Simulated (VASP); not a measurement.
# Si (P2_1/m) in VASP: a series of runs

The runs below take Si through single point, with r2SCAN.

Everything below comes from runs of VASP 6.6.1. Logs are shortened: lines on timing, memory, paths and dates and some standing lists are left out, and cuts for length are marked.

### Step 1. The cell of the first run

The structure is monoclinic, space group P2_1/m (No. 11). Conventional cell: a = 2.639 Å, b = 4.553 Å, c = 2.639 Å, α = 90.00°, β = 120.00°, γ = 90.00°. Si (site symmetry m) has 12 Si at 2.64 to 2.84 Å within 3.5 Å.

### Step 2. Single point, r2SCAN (mode 1 (-103.9 1/cm) frozen in, largest displacement +0.098 Å)

Contents of POSCAR:

```
Si
1.0
    2.6391948715      0.0000000000      0.0000000000
   -1.3195974358      2.2856098043      0.0000000000
    0.0000000000      0.0000000000      4.5531575356
Si
2
Direct
    0.2963902485      0.6666666667      0.2500000000
    0.7036097515      0.3333333333      0.7500000000
```

Contents of INCAR.step1:

```
PREC     = Accurate       # precision mode
ENCUT    = 520            # plane-wave cutoff, eV
ISMEAR   = 0              # smearing method
SIGMA    = 0.15           # smearing width, eV
LREAL    = False          # projectors in reciprocal space
LASPH    = True           # aspherical terms in the spheres
NELM     = 80             # most SCF steps
NBANDS   = 11             # bands
GGA      = PE             # functional
ALGO     = Normal         # electronic algorithm
EDIFF    = 1E-4           # SCF threshold, eV
LWAVE    = True           # write WAVECAR
LCHARG   = False          # write CHGCAR
```

Contents of INCAR.step2:

```
PREC     = Accurate       # precision mode
ENCUT    = 520            # plane-wave cutoff, eV
EDIFF    = 1E-6           # SCF threshold, eV
ISMEAR   = 0              # smearing method
SIGMA    = 0.15           # smearing width, eV
LREAL    = False          # projectors in reciprocal space
LASPH    = True           # aspherical terms in the spheres
NELM     = 80             # most SCF steps
ALGO     = Normal         # electronic algorithm
ISIF     = 2              # what is computed and relaxed
LWAVE    = False          # write WAVECAR
LCHARG   = False          # write CHGCAR
METAGGA  = R2SCAN         # meta-GGA
LMIXTAU  = True         
NBANDS   = 11             # bands
ISTART   = 1
```

Contents of KPOINTS:

```
regular mesh
0
Gamma
  24 24 14
```

Potentials or basis: VASP PAW PBE potentials, release 64 (Si).

Command:

```sh
> cat potpaw_PBE.64/Si/POTCAR > POTCAR
> cp INCAR.step1 INCAR
> mpirun -np 1 vasp_std > vasp.out
> cp INCAR.step2 INCAR
> mpirun -np 1 vasp_std > vasp.out
```

OUTCAR:

```text
PREC = Accurate
   ENCUT = 520
   EDIFF = 1E-6
   ISMEAR = 0
   LREAL = False
   LASPH = True
   NELM = 80
   ISIF = 2
   METAGGA = R2SCAN
   ISTART = 1

 ion  position               nearest neighbor table
   1  0.296  0.667  0.250-   2 2.65   2 2.65   2 2.75   2 2.75   2 2.84   2 2.84
   2  0.704  0.333  0.750-   1 2.65   1 2.65   1 2.75   1 2.75   1 2.84   1 2.84

  LATTYP: Found a hexagonal cell.
 ALAT       =     2.6391948715
 C/A-ratio  =     1.7252070261

  Lattice vectors:

 A1 = (   2.6391948715,   0.0000000000,   0.0000000000)
 A2 = (  -1.3195974358,   2.2856098043,   0.0000000000)
 A3 = (   0.0000000000,   0.0000000000,   4.5531575356)

Analysis of symmetry for initial positions (statically):
=====================================================================
 Subroutine PRICEL returns:
 Original cell was already a primitive cell.

 Routine SETGRP: Setting up the symmetry group for a
 hexagonal supercell.

 Subroutine GETGRP returns: Found  4 space group operations
 (whereof  2 operations were pure point group operations)
 out of a pool of 24 trial point group operations.

The static configuration has the point symmetry S_2 .
 The point group associated with its full space group is C_2h.

Analysis of symmetry for dynamics (positions and initial velocities):
=====================================================================
 Subroutine PRICEL returns:
 Original cell was already a primitive cell.

 Routine SETGRP: Setting up the symmetry group for a
 hexagonal supercell.

 Subroutine GETGRP returns: Found  4 space group operations
 (whereof  2 operations were pure point group operations)
 out of a pool of 24 trial point group operations.

The dynamic configuration has the point symmetry S_2 .
 The point group associated with its full space group is C_2h.

 Subroutine INISYM returns: Found  4 space group operations
 (whereof  2 operations are pure point group operations),
 and found     1 'primitive' translations

----------------------------------------------------------------------------------------

                                     Primitive cell

  volume of cell :      27.4654

  direct lattice vectors                    reciprocal lattice vectors
     2.639194871  0.000000000  0.000000000     0.378903434  0.218760000  0.000000000
    -1.319597436  2.285609804  0.000000000     0.000000000  0.437519999  0.000000000
     0.000000000  0.000000000  4.553157536     0.000000000  0.000000000  0.219627806

  length of vectors
     2.639194871  2.639194872  4.553157536     0.437519999  0.437519999  0.219627806

  position of ions in fractional coordinates (direct lattice)
     0.296390249  0.666666667  0.250000000
     0.703609751  0.333333333  0.750000000

  ion indices of the primitive-cell ions
   primitive index   ion index
                 1           1
                 2           2

----------------------------------------------------------------------------------------

 KPOINTS: regular mesh

Automatic generation of k-mesh.
 Grid dimensions read from file:
 generate k-points for:   24   24   14

 Generating k-lattice:

  Cartesian coordinates                     Fractional coordinates (reciprocal lattice)
     0.015787643  0.009115000  0.000000000     0.041666667 -0.000000000  0.000000000
     0.000000000  0.018230000  0.000000000     0.000000000  0.041666667  0.000000000
     0.000000000  0.000000000  0.015687700     0.000000000  0.000000000  0.071428571

  Length of vectors
     0.018230000  0.018230000  0.015687700

  Shift w.r.t. Gamma in fractional coordinates (k-lattice)
     0.000000000  0.000000000  0.000000000

 Subroutine IBZKPT returns following result:
 ===========================================

 Found   2320 irreducible k-points:

 Following reciprocal coordinates:
            Coordinates               Weight
  0.000000  0.000000  0.000000      1.000000
  0.041667  0.000000  0.000000      2.000000
  0.000000  0.041667  0.000000      2.000000
 -0.041667  0.041667  0.000000      2.000000
  0.083333  0.000000  0.000000      2.000000
  0.000000  0.083333  0.000000      2.000000
[... 16 lines left out ...]
  0.333333  0.000000  0.000000      2.000000
  0.000000  0.333333  0.000000      2.000000
 [... further k-points ...]
   k-points           NKPTS =   2320   k-points in BZ     NKDIM =   2320   number of bands    NBANDS=     11
   number of dos      NEDOS =    301   number of ions     NIONS =      2
   total plane-waves  NPLWV =  14400
   dimension x,y,z NGX =    20 NGY =   20 NGZ =   36
   dimension x,y,z NGXF=    40 NGYF=   40 NGZF=   72
   ions per type =               2
   NGX,Y,Z   is equivalent  to a cutoff of  12.60, 12.60, 13.14 a.u.
   NGXF,Y,Z  is equivalent  to a cutoff of  25.20, 25.20, 26.29 a.u.
 SYSTEM =  unknown system
   PREC   = accura    normal or accurate (medium, high low for compatibility)
   ISTART =      1    job   : 0-new  1-cont  2-samecut
   ICHARG =      0    charge: 1-file 2-atom 10-const
   ISPIN  =      1    spin polarized calculation?
   LNONCOLLINEAR =      F non collinear calculations
   LSORBIT =      F    spin-orbit coupling
   LASPH  =      T    aspherical Exc in radial PAW
   ENCUT  =  520.0 eV  38.22 Ry    6.18 a.u.   4.91  4.91  8.47*2*pi/ulx,y,z
   NELM   =     80;   NELMIN=  2; NELMDL=  0     # of ELM steps
   EDIFF  = 0.1E-05   stopping-criterion for ELM
   LREAL  =      F    real-space projection
   EDIFFG = 0.1E-04   stopping-criterion for IOM
   NSW    =      0    number of steps for IOM
   IBRION =     -1    ionic relax: 0-MD 1-quasi-New 2-CG
   NFREE  =      0    steps in history (QN), initial steepest desc. (CG)
   ISIF   =      2    stress and relaxation
   ISYM   =      2    0-nonsym 1-usesym 2-fastsym
   POTIM  = 0.5000    time-step for ionic-motion
   TEBEG  =    0.0;   TEEND  =   0.0 temperature during run
   PSTRESS=    0.0 pullay stress
   NELECT =       8.0000    total number of electrons
   NUPDOWN=      -1.0000    fix difference up-down
   EMIN   =  10.00;   EMAX   =-10.00  energy-range for DOS
   EFERMI =   0.00;   METHOD = LEGACY
   ISMEAR =     0;   SIGMA  =   0.15  broadening in eV -4-tet -1-fermi 0-gaus
   EFERMI_NEDOS =   21; number of points for ismear=-14 and -15
   IALGO  =     38    algorithm
   IMIX   =      4    mixing-type and parameters
     AMIX     =   0.40;   BMIX     =  1.00
     AMIX_MAG =   1.60;   BMIX_MAG =  1.00
  volume/ion in A,a.u.               =      13.73        92.67
  Fermi-wavevector in a.u.,A,eV,Ry     =   1.085199  2.050729 16.022997  1.177657
  Thomas-Fermi vector in A             =   2.221307
   LORBIT       =      0    0 simple, 1 ext, 2 COOP (PROOUT), +10 PAW based schemes
   METAGGA = R2SCAN    functional components
   LHFCALC =     F    Hartree Fock is set to
   AEXX    =    0.0000 exact exchange contribution
   IVDW    =     0    specifies the selected vdW correction
   LEPSILON=     F    determine dielectric tensor
   LRPA    =     F    only Hartree local field effects (RPA)
 non-spin polarized calculation
 Gauss-broadening in eV      SIGMA  =   0.15
  energy-cutoff  :      520.00
  volume of cell :       27.47
 maximum number of plane-waves:       768
   NGX =  9   NGY =  9   NGZ = 17

 number of electron       8.0000000 magnetization

 Free energy of the ion-electron system (eV)
  ---------------------------------------------------
  ext. energy  EPLUGINS =         0.00000000
  ---------------------------------------------------
  free energy    TOTEN  =       -16.15482863 eV

  energy without entropy =      -16.14717683  energy(sigma->0) =      -16.15100273

 E-fermi :  10.9136     XC(G=0): -12.1920

 val. band max:       10.9135767021   @ k =   0.3750   0.2083   0.0714
 cond. band min:      10.9143313684   @ k =  -0.1250   0.2500   0.4286
 fundamental gap:      0.0007546663
 Fermi energy:        10.9136365319

 k-point     1 :       0.0000    0.0000    0.0000
  band No.  band energies     occupation
      1      -4.9723      2.00000
      2       1.9002      2.00000
      3       2.8274      2.00000
      4      20.8436      0.00000
      5      21.3263      0.00000
      6      21.9874      0.00000
      7      22.0966      0.00000
      8      22.3713      0.00000
      9      22.5522      0.00000
     10      24.8879      0.00000
     11      26.4109      0.00000

 k-point     2 :       0.0417    0.0000    0.0000
  band No.  band energies     occupation
      1      -4.9209      2.00000
      2       1.9506      2.00000
      3       2.8762      2.00000
      4      20.0346      0.00000
      5      20.6266      0.00000
      6      21.6415      0.00000
      7      22.0969      0.00000
      8      22.7376      0.00000
      9      23.3920      0.00000
     10      24.9891      0.00000
     11      25.5102      0.00000

 k-point     3 :       0.0000    0.0417    0.0000
  band No.  band energies     occupation
      1      -4.9210      2.00000
      2       1.9506      2.00000
      3       2.8761      2.00000
      4      19.9739      0.00000
      5      20.6564      0.00000
      6      21.7713      0.00000
      7      22.1028      0.00000
      8      22.6184      0.00000
      9      23.3881      0.00000
     10      24.9547      0.00000
     11      25.5798      0.00000

 k-point     4 :      -0.0417    0.0417    0.0000
  band No.  band energies     occupation
      1      -4.9210      2.00000
      2       1.9506      2.00000
      3       2.8759      2.00000
      4      19.9947      0.00000
      5      20.4900      0.00000
      6      22.0419      0.00000
      7      22.1108      0.00000
      8      22.7450      0.00000
      9      23.1799      0.00000
     10      24.7536      0.00000
     11      25.6905      0.00000

 k-point     5 :       0.0833    0.0000    0.0000
  band No.  band energies     occupation
      1      -4.7669      2.00000
      2       2.1014      2.00000
      3       3.0229      2.00000
      4      18.3670      0.00000
      5      19.7203      0.00000
      6      21.1206      0.00000
      7      22.0649      0.00000
      8      23.5038      0.00000
      9      23.7097      0.00000
     10      24.1067      0.00000
     11      25.1310      0.00000
[... 211 lines left out ...]
 k-point    21 :       0.0000    0.2917    0.0000
  band No.  band energies     occupation
      1      -2.4714      2.00000
      2       4.3293      2.00000
      3       5.2033      2.00000
      4       9.4556      2.00000
      5      15.7198      0.00000
      6      16.4231      0.00000
      7      16.8618      0.00000
      8      18.4276      0.00000
      9      21.9423      0.00000
     10      24.1623      0.00000
     11      24.2279      0.00000

 k-point    22 :      -0.2917    0.2917    0.0000
  band No.  band energies     occupation
      1      -2.4742      2.00000
      2       4.3321      2.00000
      3       5.1850      2.00000
      4       9.4315      2.00000
      5      15.7282      0.00000
      6      16.3604      0.00000
      7      17.0816      0.00000
      8      18.7112      0.00000
      9      21.7499      0.00000
     10      23.8881      0.00000
     11      24.1546      0.00000

 k-point    23 :       0.3333    0.0000    0.0000
  band No.  band energies     occupation
      1      -1.7091      2.00000
      2       5.0355      2.00000
      3       5.9464      2.00000
      4       7.9139      2.00000
      5      14.2240      0.00000
      6      15.1976      0.00000
      7      15.9848      0.00000
      8      18.0871      0.00000
      9      21.3594      0.00000
     10      23.9713      0.00000
     11      24.3259      0.00000

 k-point    24 :       0.0000    0.3333    0.0000
  band No.  band energies     occupation
      1      -1.7122      2.00000
      2       5.0422      2.00000
      3       5.9231      2.00000
      4       7.8914      2.00000
      5      14.2373      0.00000
      6      15.3448      0.00000
      7      16.0227      0.00000
      8      18.0311      0.00000
      9      21.5928      0.00000
     10      24.0362      0.00000
     11      24.0763      0.00000

 [... further k-points ...]
[... 5 lines left out ...]
  --------------------------------------------------------------------------------------
  -------------------------------------------------------------------------------------
  Total        0.1214478      0.0866723     -0.0513047     -0.0743957      0.0000000      0.0000000
  in kB        7.0845768      5.0559730     -2.9928261     -4.3398228      0.0000000      0.0000000
  external PRESSURE =       3.0492412 kB  Pullay stress =       0.0000000 kB

 VOLUME and BASIS-vectors are now :
 -----------------------------------------------------------------------------
  energy-cutoff  :      520.00
  volume of cell :       27.47
      direct lattice vectors                 reciprocal lattice vectors
     2.639194871  0.000000000  0.000000000     0.378903434  0.218760000  0.000000000
    -1.319597436  2.285609804  0.000000000     0.000000000  0.437519999  0.000000000
     0.000000000  0.000000000  4.553157536     0.000000000  0.000000000  0.219627806

 POSITION                                       TOTAL-FORCE (eV/Angst)
 -----------------------------------------------------------------------------------
     -0.09750      1.52374      1.13829        -0.107472     -0.039675      0.000000
      1.41710      0.76187      3.41487         0.107472      0.039675      0.000000
 -----------------------------------------------------------------------------------
    total drift:                               -0.000000      0.000000     -0.000000

  FREE ENERGIE OF THE ION-ELECTRON SYSTEM (eV)
  ---------------------------------------------------
  free  energy   TOTEN  =       -16.1548286252 eV

  energy  without entropy=      -16.1471768287  energy(sigma->0) =      -16.15100273
```

It took 18 min on 1 thread of Intel Xeon Platinum 8488C (Sapphire Rapids), shared host; peak memory 0.61 GiB.

What came out:

```yaml
Free_energy: -16.1548 eV
Pressure: 0.3 GPa
Largest_force: 0.115 eV/Å
Band_gap_on_the_k_mesh: zero (band 4 reaches 20.84 eV, above the bottom of band 5 at 6.85 eV)
```

Forces in eV/Å, atoms in the order of the input:
```
Si  -0.107 -0.040  0.000
Si   0.107  0.040  0.000
```

Stress tensor (GPa, compression positive):
```
 0.71 -0.43  0.00
-0.43  0.51  0.00
 0.00  0.00 -0.30
```

Caveat: the cell differs from its parent crystal (mode 1 (-103.9 1/cm) frozen in, largest displacement +0.098 Å); the PAW data sets were made with another functional, which shifts forces and pressure a little.

### Step 3. Single point, r2SCAN (mode 1 (-103.9 1/cm) frozen in, largest displacement -0.260 Å)

Contents of POSCAR:

```
Si
1.0
    2.6391948715      0.0000000000      0.0000000000
   -1.3195974358      2.2856098043      0.0000000000
    0.0000000000      0.0000000000      4.5531575356
Si
2
Direct
    0.4318482262      0.6666666667      0.2500000000
    0.5681517738      0.3333333333      0.7500000000
```

Contents of INCAR.step1:

```
  PREC = Accurate
  ENCUT = 520
  ISMEAR = 0
  SIGMA = 0.15
  LREAL = False
  LASPH = True
  NELM = 60
  NBANDS = 11
  GGA = PE
  ALGO = Normal
  EDIFF = 1E-4
  LWAVE = True
  LCHARG = False
```

Contents of INCAR.step2:

```
  PREC = Accurate
  ENCUT = 520
  EDIFF = 1E-6
  ISMEAR = 0
  SIGMA = 0.15
  LREAL = False
  LASPH = True
  NELM = 60
  ALGO = Normal
  ISIF = 2
  LWAVE = False
  LCHARG = True
  METAGGA = R2SCAN
  LMIXTAU = True
  LELF = True
  LVHAR = True
  NBANDS = 11
  ISTART = 1
```

Contents of KPOINTS:

```
Automatic mesh
0
Gamma
  24 24 14
```

Potentials or basis: VASP PAW PBE potentials, release 64 (Si).

Command:

```sh
> cat potpaw_PBE.64/Si/POTCAR > POTCAR
> cp INCAR.step1 INCAR
> mpirun -np 1 vasp_std > vasp.out
> cp INCAR.step2 INCAR
> mpirun -np 1 vasp_std > vasp.out
```

Wall time 19 min (1 thread of AMD EPYC 9R45 (Zen 5), shared host); peak memory 0.57 GiB.

It converged, with:

* Free energy: -16.2114 eV
* Pressure: 2.4 GPa
* Largest force: 0.293 eV/Å
* Band gap on the k mesh: zero (band 4 reaches 20.34 eV, above the bottom of band 5 at 6.86 eV)

Forces on the atoms (eV/Å):
```
Si   0.218 -0.195  0.000
Si  -0.218  0.195  0.000
```

Stress tensor (GPa, compression positive):
```
2.31 0.92 0.00
0.92 1.62 0.00
0.00 0.00 3.24
```

Levels at points of the mesh, in eV from the Fermi level:
```
           k point  band 1  band 2  band 3  band 4  band 5  band 6  band 7  band 8  band 9
(0.00, 0.00, 0.00)  -15.83   -8.97   -8.05    9.47   10.69   10.79   11.29   12.16   12.22
(0.50, 0.00, 0.00)   -9.02   -8.11   -2.54   -2.51   -1.21    0.94    4.46    6.45   10.39
(0.00, 0.50, 0.00)   -8.81   -8.33   -2.22   -1.96   -1.48   -0.04    4.83    5.58   11.37
(0.50, 0.50, 0.00)   -8.61   -8.53   -1.95   -1.75   -1.41   -0.74    4.52    6.07   10.21
(0.00, 0.00, 0.50)  -13.99  -13.99    0.25    0.25   11.41   11.41   12.01   12.01   12.90
(0.50, 0.00, 0.50)   -7.23   -7.23   -6.36   -6.36    5.58    5.58    6.78    6.78    7.79
(0.00, 0.50, 0.50)   -7.13   -7.13   -6.41   -6.41    5.28    5.28    6.79    6.79    7.27
(0.50, 0.50, 0.50)   -7.09   -7.09   -6.43   -6.43    5.37    5.37    6.21    6.21    7.33
```

Caveat: the cell differs from its parent crystal (mode 1 (-103.9 1/cm) frozen in, largest displacement -0.260 Å); the PAW data sets were made with another functional, which shifts forces and pressure a little.
